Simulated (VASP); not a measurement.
# Ta5F2 in VASP: further runs

Runs on Ta5F2. Level: PBE. Tasks: single point.

Everything below comes from runs of VASP 6.6.1. Logs are shortened: lines on timing, memory, paths and dates and some standing lists are left out, and cuts for length are marked.

## Step 1: The cell of the first run

Symmetry: P4/mmm, No. 123, tetragonal system. The conventional cell has a = 3.279 Å, b = 3.279 Å, c = 10.075 Å, α = 90.00°, β = 90.00°, γ = 90.00°. Within 3.8 Å of Ta (site symmetry 4mm) lie 13 Ta at 2.86 to 3.35 Å and 4 F at 3.74 Å. Ta (site symmetry 4/mmm) has 14 Ta at 2.86 to 3.34 Å within 3.8 Å. Within 3.1 Å of Ta (site symmetry 4mm) lie 4 F at 2.36 Å and 4 Ta at 2.86 Å. F (site symmetry mmm) has 4 F at 2.32 Å and 4 Ta at 2.36 Å within 3.1 Å.

## Step 2: Single point, PBE

INCAR

```
PREC = Accurate ; ENCUT = 520
EDIFF = 1E-6 ; ISMEAR = 0
SIGMA = 0.2 ; LREAL = False
LASPH = True ; NELM = 60
ALGO = Normal ; ISIF = 2
LWAVE = False ; LCHARG = True
GGA = PE ; LELF = True
LVHAR = True ; NBANDS = 44
```

KPOINTS

```
Automatic mesh
0
Gamma
  6 6 2
```

POSCAR

```
Ta5F2
1.0
    3.2794732485      0.0000000000      0.0000000000
    0.0000000000      3.2794732485      0.0000000000
    0.0000000000      0.0000000000     10.0754653371
Ta F
5 2
Direct
    0.5000000000      0.5000000000      0.1664416100
    0.5000000000      0.5000000000      0.8335583900
    0.0000000000      0.0000000000      0.0000000000
    0.0000000000      0.0000000000      0.3319239911
    0.0000000000      0.0000000000      0.6680760089
    0.0000000000      0.5000000000      0.5000000000
    0.5000000000      0.0000000000      0.5000000000
```

Potentials or basis: VASP PAW PBE potentials, release 64 (Ta_pv, F).

On the command line:

```console
> cat potpaw_PBE.64/Ta_pv/POTCAR potpaw_PBE.64/F/POTCAR > POTCAR
> mpirun -np 1 vasp_std > vasp.out
```

OUTCAR:

```text
PREC = Accurate
   ENCUT = 520
   EDIFF = 1E-6
   ISMEAR = 0
   LREAL = False
   LASPH = True
   NELM = 60
   ISIF = 2
   GGA = PE

 ion  position               nearest neighbor table
   1  0.500  0.500  0.166-   4 2.86   4 2.86   4 2.86   4 2.86   3 2.86   3 2.86   3 2.86   3 2.86
                             2 3.35
   2  0.500  0.500  0.834-   5 2.86   5 2.86   5 2.86   5 2.86   3 2.86   3 2.86   3 2.86   3 2.86
                             1 3.35
   3  0.000  0.000  0.000-   1 2.86   2 2.86   1 2.86   2 2.86   1 2.86   2 2.86   1 2.86   2 2.86
                             4 3.34   5 3.34
   4  0.000  0.000  0.332-   6 2.36   7 2.36   6 2.36   7 2.36   1 2.86   1 2.86   1 2.86   1 2.86
                             3 3.34   5 3.39
   5  0.000  0.000  0.668-   6 2.36   7 2.36   6 2.36   7 2.36   2 2.86   2 2.86   2 2.86   2 2.86
                             3 3.34   4 3.39
   6  0.000  0.500  0.500-   4 2.36   5 2.36   4 2.36   5 2.36
   7  0.500  0.000  0.500-   4 2.36   5 2.36   4 2.36   5 2.36

  LATTYP: Found a simple tetragonal cell.
 ALAT       =     3.2794732485
 C/A-ratio  =     3.0722816055

  Lattice vectors:

 A1 = (   3.2794732485,   0.0000000000,   0.0000000000)
 A2 = (   0.0000000000,   3.2794732485,   0.0000000000)
 A3 = (   0.0000000000,   0.0000000000,  10.0754653371)

Analysis of symmetry for initial positions (statically):
=====================================================================
 Subroutine PRICEL returns:
 Original cell was already a primitive cell.

 Routine SETGRP: Setting up the symmetry group for a
 simple tetragonal supercell.

 Subroutine GETGRP returns: Found 16 space group operations
 (whereof 16 operations were pure point group operations)
 out of a pool of 16 trial point group operations.

The static configuration has the point symmetry D_4h.

Analysis of symmetry for dynamics (positions and initial velocities):
=====================================================================
 Subroutine PRICEL returns:
 Original cell was already a primitive cell.

 Routine SETGRP: Setting up the symmetry group for a
 simple tetragonal supercell.

 Subroutine GETGRP returns: Found 16 space group operations
 (whereof 16 operations were pure point group operations)
 out of a pool of 16 trial point group operations.

The dynamic configuration has the point symmetry D_4h.

 Subroutine INISYM returns: Found 16 space group operations
 (whereof 16 operations are pure point group operations),
 and found     1 'primitive' translations

----------------------------------------------------------------------------------------

                                     Primitive cell

  volume of cell :     108.3611

  direct lattice vectors                    reciprocal lattice vectors
     3.279473248  0.000000000  0.000000000     0.304927019  0.000000000  0.000000000
     0.000000000  3.279473248  0.000000000     0.000000000  0.304927019  0.000000000
     0.000000000  0.000000000 10.075465337     0.000000000  0.000000000  0.099250999

  length of vectors
     3.279473248  3.279473248 10.075465337     0.304927019  0.304927019  0.099250999

  position of ions in fractional coordinates (direct lattice)
     0.500000000  0.500000000  0.166441610
     0.500000000  0.500000000  0.833558390
     0.000000000  0.000000000  0.000000000
     0.000000000  0.000000000  0.331923991
     0.000000000  0.000000000  0.668076009
     0.000000000  0.500000000  0.500000000
     0.500000000  0.000000000  0.500000000

  ion indices of the primitive-cell ions
   primitive index   ion index
                 1           1
                 2           2
                 3           3
                 4           4
                 5           5
                 6           6
                 7           7

----------------------------------------------------------------------------------------

 KPOINTS: Automatic mesh

Automatic generation of k-mesh.
 Grid dimensions read from file:
 generate k-points for:    6    6    2

 Generating k-lattice:

  Cartesian coordinates                     Fractional coordinates (reciprocal lattice)
     0.050821170  0.000000000  0.000000000     0.166666667  0.000000000  0.000000000
     0.000000000  0.050821170  0.000000000     0.000000000  0.166666667  0.000000000
     0.000000000  0.000000000  0.049625499     0.000000000  0.000000000  0.500000000

  Length of vectors
     0.050821170  0.050821170  0.049625499

  Shift w.r.t. Gamma in fractional coordinates (k-lattice)
     0.000000000  0.000000000  0.000000000

 Subroutine IBZKPT returns following result:
 ===========================================

 Found     20 irreducible k-points:

 Following reciprocal coordinates:
            Coordinates               Weight
  0.000000  0.000000  0.000000      1.000000
  0.166667  0.000000  0.000000      4.000000
  0.333333  0.000000  0.000000      4.000000
  0.500000  0.000000  0.000000      2.000000
  0.166667  0.166667  0.000000      4.000000
  0.333333  0.166667  0.000000      8.000000
[... 12 lines left out ...]
  0.500000  0.333333  0.500000      4.000000
  0.500000  0.500000  0.500000      1.000000
   k-points           NKPTS =     20   k-points in BZ     NKDIM =     20   number of bands    NBANDS=     44
   number of dos      NEDOS =    301   number of ions     NIONS =      7
   total plane-waves  NPLWV =  46080
   dimension x,y,z NGX =    24 NGY =   24 NGZ =   80
   dimension x,y,z NGXF=    48 NGYF=   48 NGZF=  160
   ions per type =               5   2
   NGX,Y,Z   is equivalent  to a cutoff of  12.17, 12.17, 13.20 a.u.
   NGXF,Y,Z  is equivalent  to a cutoff of  24.33, 24.33, 26.40 a.u.
 SYSTEM =  unknown system
   PREC   = accura    normal or accurate (medium, high low for compatibility)
   ISTART =      0    job   : 0-new  1-cont  2-samecut
   ICHARG =      2    charge: 1-file 2-atom 10-const
   ISPIN  =      1    spin polarized calculation?
   LNONCOLLINEAR =      F non collinear calculations
   LSORBIT =      F    spin-orbit coupling
   LASPH  =      T    aspherical Exc in radial PAW
   ENCUT  =  520.0 eV  38.22 Ry    6.18 a.u.   6.10  6.10 18.73*2*pi/ulx,y,z
   NELM   =     60;   NELMIN=  2; NELMDL= -5     # of ELM steps
   EDIFF  = 0.1E-05   stopping-criterion for ELM
   LREAL  =      F    real-space projection
   EDIFFG = 0.1E-04   stopping-criterion for IOM
   NSW    =      0    number of steps for IOM
   IBRION =     -1    ionic relax: 0-MD 1-quasi-New 2-CG
   NFREE  =      0    steps in history (QN), initial steepest desc. (CG)
   ISIF   =      2    stress and relaxation
   ISYM   =      2    0-nonsym 1-usesym 2-fastsym
   POTIM  = 0.5000    time-step for ionic-motion
   TEBEG  =    0.0;   TEEND  =   0.0 temperature during run
   PSTRESS=    0.0 pullay stress
   NELECT =      69.0000    total number of electrons
   NUPDOWN=      -1.0000    fix difference up-down
   EMIN   =  10.00;   EMAX   =-10.00  energy-range for DOS
   EFERMI =   0.00;   METHOD = LEGACY
   ISMEAR =     0;   SIGMA  =   0.20  broadening in eV -4-tet -1-fermi 0-gaus
   EFERMI_NEDOS =   21; number of points for ismear=-14 and -15
   IALGO  =     38    algorithm
   IMIX   =      4    mixing-type and parameters
     AMIX     =   0.40;   BMIX     =  1.00
     AMIX_MAG =   1.60;   BMIX_MAG =  1.00
  volume/ion in A,a.u.               =      15.48       104.47
  Fermi-wavevector in a.u.,A,eV,Ry     =   1.408424  2.661536 26.989309  1.983658
  Thomas-Fermi vector in A             =   2.530583
   LORBIT       =      0    0 simple, 1 ext, 2 COOP (PROOUT), +10 PAW based schemes
   GGA     = PE    functional components
   LHFCALC =     F    Hartree Fock is set to
   AEXX    =    0.0000 exact exchange contribution
   IVDW    =     0    specifies the selected vdW correction
   LEPSILON=     F    determine dielectric tensor
   LRPA    =     F    only Hartree local field effects (RPA)
 non-spin polarized calculation
 Gauss-broadening in eV      SIGMA  =   0.20
  energy-cutoff  :      520.00
  volume of cell :      108.36
 maximum number of plane-waves:      2968
   NGX = 13   NGY = 13   NGZ = 37

 number of electron      69.0000021 magnetization

 Free energy of the ion-electron system (eV)
  ---------------------------------------------------
  ext. energy  EPLUGINS =         0.00000000
  ---------------------------------------------------
  free energy    TOTEN  =       -68.24109236 eV

  energy without entropy =      -68.12756606  energy(sigma->0) =      -68.18432921

 E-fermi :   5.4020     XC(G=0): -12.2598

 val. band max:        5.3602277204   @ k =   0.5000   0.3333   0.0000
 cond. band min:       5.4042797011   @ k =   0.5000   0.0000   0.5000
 fundamental gap:      0.0440519807
 Fermi energy:         5.4020403039

 k-point     1 :       0.0000    0.0000    0.0000
  band No.  band energies     occupation
      1     -29.8348      2.00000
      2     -29.6878      2.00000
      3     -29.4953      2.00000
      4     -29.4953      2.00000
      5     -29.4834      2.00000
      6     -29.4834      2.00000
[... 36 lines left out ...]
     43       8.3547      0.00000
     44       8.8998      0.00000

 k-point     2 :       0.1667    0.0000    0.0000
  band No.  band energies     occupation
      1     -29.8281      2.00000
      2     -29.6891      2.00000
      3     -29.5629      2.00000
      4     -29.5470      2.00000
      5     -29.4841      2.00000
      6     -29.4727      2.00000
[... 36 lines left out ...]
     43       8.1456      0.00000
     44       8.6316      0.00000

 k-point     3 :       0.3333    0.0000    0.0000
  band No.  band energies     occupation
      1     -29.8150      2.00000
      2     -29.6979      2.00000
      3     -29.6948      2.00000
      4     -29.6646      2.00000
      5     -29.4617      2.00000
      6     -29.4510      2.00000
[... 788 lines left out ...]
     43       9.5662      0.00000
     44       9.7805      0.00000

 k-point    20 :       0.5000    0.5000    0.5000
  band No.  band energies     occupation
      1     -29.7359      2.00000
      2     -29.7359      2.00000
      3     -29.7106      2.00000
      4     -29.7075      2.00000
      5     -29.7075      2.00000
      6     -29.6147      2.00000
[... 36 lines left out ...]
     43       9.7132      0.00000
     44      10.0099      0.00000

------------------------ aborting loop because EDIFF is reached ----------------------------------------

  FORCE on cell =-STRESS in cart. coord.  units (eV):
  Direction    XX          YY          ZZ          XY          YZ          ZX
  --------------------------------------------------------------------------------------
  -------------------------------------------------------------------------------------
  Total        0.1965736      0.1965736      0.4644832      0.0000000     -0.0000000      0.0000000
  in kB        2.9064469      2.9064469      6.8676367      0.0000000     -0.0000000      0.0000000
  external PRESSURE =       4.2268435 kB  Pullay stress =       0.0000000 kB

 VOLUME and BASIS-vectors are now :
 -----------------------------------------------------------------------------
  energy-cutoff  :      520.00
  volume of cell :      108.36
      direct lattice vectors                 reciprocal lattice vectors
     3.279473248  0.000000000  0.000000000     0.304927019  0.000000000  0.000000000
     0.000000000  3.279473248  0.000000000     0.000000000  0.304927019  0.000000000
     0.000000000  0.000000000 10.075465337     0.000000000  0.000000000  0.099250999

 POSITION                                       TOTAL-FORCE (eV/Angst)
 -----------------------------------------------------------------------------------
      1.63974      1.63974      1.67698        -0.000000     -0.000000     -0.110255
      1.63974      1.63974      8.39849         0.000000      0.000000      0.110255
      0.00000      0.00000      0.00000        -0.000000     -0.000000     -0.000000
      0.00000      0.00000      3.34429        -0.000000     -0.000000      0.114298
      0.00000      0.00000      6.73118        -0.000000     -0.000000     -0.114298
      0.00000      1.63974      5.03773        -0.000000     -0.000000     -0.000000
      1.63974      0.00000      5.03773        -0.000000     -0.000000     -0.000000
 -----------------------------------------------------------------------------------
    total drift:                                0.000000      0.000000      0.000000

  FREE ENERGIE OF THE ION-ELECTRON SYSTEM (eV)
  ---------------------------------------------------
  free  energy   TOTEN  =       -68.2410923593 eV

  energy  without entropy=      -68.1275660592  energy(sigma->0) =      -68.18432921
```

Run time: 36 s. Hardware: 1 thread of Intel Xeon 6975P-C (Granite Rapids), shared host; peak memory 0.24 GiB.

Results:

| Item | Value |
| --- | --- |
| Free energy | -68.2411 eV |
| Pressure | 0.4 GPa |
| Largest force | 0.114 eV/Å |

Forces in eV/Å, atoms in the order of the input:
```
Ta   0.000  0.000 -0.110
Ta   0.000  0.000  0.110
Ta   0.000  0.000  0.000
Ta   0.000  0.000  0.114
Ta   0.000  0.000 -0.114
F    0.000  0.000  0.000
F    0.000  0.000  0.000
```

Caveat: spin-orbit coupling is left out, which moves the levels of the heavy elements; an odd number of electrons without spin polarisation forces a metal; a magnetic or distorted state may lie lower.

## Step 3: Single point, PBE

This run uses another cell than the first one, of 15.52 Å³/atom, 1.002 times its volume.

INCAR

```
SYSTEM = Ta5F2
PREC = Accurate
ENCUT = 520
EDIFF = 1E-7
ISMEAR = 0
SIGMA = 0.2
LREAL = .False.
LASPH = .True.
NELM = 80
ALGO = Normal
ISIF = 2
LWAVE = .False.
LCHARG = .False.
GGA = PE
NBANDS = 44
```

KPOINTS

```
regular mesh
0
Gamma
  6 6 2
  0 0 0
```

POSCAR

```
Ta5F2
1.0
    3.2680462891     -0.0007576061     -0.0021944537
   -0.0005538882      3.2861860681     -0.0001837157
   -0.0063212956     -0.0006891562     10.1142699392
Ta F
5 2
Direct
    0.5011779096      0.4975207487      0.1658637350
    0.5001533167      0.4973020773      0.8341315845
    0.0007588387     -0.0028154787     -0.0000067472
    0.0022417331     -0.0038556826      0.3326392170
   -0.0002412513     -0.0043637839      0.6673830744
   -0.0019348699      0.5086191532      0.4996971441
    0.4978443231      0.0075929660      0.5002919921
```

Potentials or basis: VASP PAW PBE potentials, release 64 (Ta_pv, F).

On the command line:

```console
> cat potpaw_PBE.64/Ta_pv/POTCAR potpaw_PBE.64/F/POTCAR > POTCAR
> mpirun -np 1 vasp_std > vasp.out
```

Wall time 80 s (1 thread of Intel Xeon 6975P-C (Granite Rapids), shared host); peak memory 0.29 GiB.

It converged, with:

* Free energy: -68.2427 eV
* Pressure: -0.1 GPa
* Largest force: 0.034 eV/Å

Forces on the atoms (eV/Å):
```
Ta   0.000  0.000  0.023
Ta   0.000  0.000 -0.022
Ta  -0.001  0.001  0.000
Ta  -0.003  0.004 -0.034
Ta   0.000  0.004  0.032
F    0.002 -0.008  0.001
F    0.003 -0.002  0.000
```

Stress tensor (GPa, compression positive):
```
 0.01  0.04  0.03
 0.04 -0.17 -0.01
 0.03 -0.01 -0.10
```

Levels at points of the mesh, in eV from the Fermi level:
```tsv
k point	band 31	band 32	band 33	band 34	band 35	band 36	band 37	band 38	band 39	band 40
(0.00, 0.00, 0.00)	-1.13	0.48	0.54	0.89	0.96	1.05	1.25	1.30	1.63	1.63
(0.50, 0.00, 0.00)	-0.88	-0.73	-0.23	-0.07	0.11	0.45	1.16	1.45	1.95	2.11
(0.00, 0.50, 0.00)	-0.91	-0.75	-0.17	-0.10	0.18	0.44	1.23	1.42	1.93	2.09
(0.50, 0.50, 0.00)	-1.72	-1.09	-0.82	-0.80	0.44	0.45	3.12	3.66	3.94	4.22
(0.00, 0.00, 0.50)	-0.31	0.53	0.58	0.61	0.68	0.89	1.07	1.58	1.78	1.86
(0.50, 0.00, 0.50)	-0.65	-0.61	-0.22	-0.16	0.00	0.43	0.97	1.48	1.49	1.94
(0.00, 0.50, 0.50)	-0.68	-0.62	-0.19	-0.16	0.06	0.41	1.04	1.46	1.48	1.91
(0.50, 0.50, 0.50)	-1.63	-1.61	-1.00	-0.97	0.63	0.63	3.23	3.51	3.93	3.94
```

Caveat: spin-orbit coupling is left out, which moves the levels of the heavy elements; an odd number of electrons without spin polarisation forces a metal; a magnetic or distorted state may lie lower.

## Step 4: Single point, PBE

INCAR

```
PREC = Accurate
ENCUT = 520
EDIFF = 1E-6
ISMEAR = 0
SIGMA = 0.1
LREAL = F
LASPH = T
NELM = 60
ALGO = Normal
ISIF = 2
LWAVE = F
LCHARG = T
GGA = PE
LELF = T
LVHAR = T
NBANDS = 44
```

KPOINTS

```
regular mesh
0
Gamma
  10 10 4
```

POSCAR

```
Ta5F2
1.0
    3.2794732485      0.0000000000      0.0000000000
    0.0000000000      3.2794732485      0.0000000000
    0.0000000000      0.0000000000     10.0754653371
Ta F
5 2
Direct
    0.5000000000      0.5000000000      0.1664416100
    0.5000000000      0.5000000000      0.8335583900
    0.0000000000      0.0000000000      0.0000000000
    0.0000000000      0.0000000000      0.3319239911
    0.0000000000      0.0000000000      0.6680760089
    0.0000000000      0.5000000000      0.5000000000
    0.5000000000      0.0000000000      0.5000000000
```

On the command line:

```console
> cat potpaw_PBE.64/Ta_pv/POTCAR potpaw_PBE.64/F/POTCAR > POTCAR
> mpirun -np 1 vasp_std > vasp.out
```

It took 1.8 min on 1 thread of Intel Xeon 6975P-C (Granite Rapids), shared host; peak memory 0.35 GiB.

It converged, with:

* Free energy: -68.1966 eV
* Pressure: 0.0 GPa
* Largest force: 0.030 eV/Å

Forces on the atoms (eV/Å):
```
Ta   0.000  0.000  0.014
Ta   0.000  0.000 -0.014
Ta   0.000  0.000  0.000
Ta   0.000  0.000 -0.030
Ta   0.000  0.000  0.030
F    0.000  0.000  0.000
F    0.000  0.000  0.000
```

Levels at points of the mesh, in eV from the Fermi level:
```tsv
k point	band 31	band 32	band 33	band 34	band 35	band 36	band 37	band 38
(0.00, 0.00, 0.00)	-1.13	0.52	0.52	0.92	0.92	1.00	1.25	1.25
(0.50, 0.00, 0.00)	-0.91	-0.78	-0.23	-0.09	0.11	0.50	1.19	1.50
(0.50, 0.50, 0.00)	-1.72	-1.08	-0.82	-0.82	0.41	0.41	3.13	3.66
(0.00, 0.00, 0.50)	-0.32	0.55	0.55	0.64	0.64	0.96	1.02	1.53
(0.50, 0.00, 0.50)	-0.69	-0.64	-0.23	-0.18	0.00	0.48	0.99	1.46
(0.50, 0.50, 0.50)	-1.61	-1.61	-1.00	-1.00	0.60	0.60	3.23	3.52
```

Caveat: spin-orbit coupling is left out, which moves the levels of the heavy elements; an odd number of electrons without spin polarisation forces a metal; a magnetic or distorted state may lie lower.

## Step 5: Overview

| cell | k mesh | smearing | gap on the mesh (eV) | pressure (GPa) | largest force (eV/Å) |
| --- | --- | --- | --- | --- | --- |
| a = 3.279, b = 3.279, c = 10.075 Å, 7 atoms | 6 × 6 × 2 | gaussian 0.2 eV | none | 0.4 | 0.11 |
| a = 3.268, b = 3.286, c = 10.114 Å, angles 90.0, 90.1, 90.0°, 7 atoms | 6 × 6 × 2 | gaussian 0.2 eV | none | -0.1 | 0.03 |
| a = 3.279, b = 3.279, c = 10.075 Å, 7 atoms | 10 × 10 × 4 | gaussian 0.1 eV | none | 0.0 | 0.03 |

Alike in all rows: task single point; level PBE; potentials or basis VASP PAW PBE potentials, release 64 (Ta_pv, F); no spin polarisation; cutoff (eV) 520.

Caveats: spin-orbit coupling is left out, which moves the levels of the heavy elements; an odd number of electrons without spin polarisation forces a metal; a magnetic or distorted state may lie lower.

Absolute energies hang on the potentials; compare differences alone.
